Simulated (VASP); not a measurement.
Runs of VASP 6.6.1 on Sb. The structure is that of space group R-3m (No. 166), or close to it. The cells are those of the table. 

```tsv
task	potentials or basis	cell	cutoff (eV)	second run	gap on the mesh (eV)	pressure (GPa)	relaxed volume (Å³/atom)	largest force (eV/Å)
relaxation of cell and atoms	VASP PAW PBE potentials, release 64 (Sb)	relaxed from a = 5.399 Å, angles 44.2°, 2 atoms	600	-	0.92	0.0	46.70	0.01
single point	VASP PAW PBE potentials, release 64 (Sb)	a = 6.639 Å, angles 28.8°, 2 atoms	520	-	none	-0.1	-	0.03
single point	VASP PAW PBE potentials, release 64 (Sb)	a = 5.399 Å, angles 44.2°, 2 atoms	520	-	none	(a)	-	68.81
relaxation of cell and atoms	VASP PAW PBE potentials, release 64 (Sb_d_GW)	relaxed from a = 5.399 Å, angles 44.2°, 2 atoms	500	valence_matched	none	-0.1	32.24	0.01
single point	VASP PAW PBE potentials, release 64 (Sb_d_GW)	a = 5.399 Å, angles 44.2°, 2 atoms	500	valence_matched	none	98.8	-	(b)
```

Alike in all rows: level PBE; no spin polarisation; k mesh 6 × 6 × 6; smearing gaussian 0.1 eV.

Estimate the missing entries.

(a) 89.2; (b) 75.72.

Caveats: some runs use coarse meshes; spin-orbit coupling is left out, which moves the levels of the heavy elements; forces of over 1 eV/Å act on the atoms, so gaps and moduli don't describe the material at rest (some runs); the volume moved by over 15 % at a fixed basis, so the end points are rough (some runs).

A k mesh can miss the band edges, and the runs leave out spin-orbit coupling on Sb.

A gap of «none» marks levels without a gap at the run's occupations.

The runs don't all hold the same shells in valence.
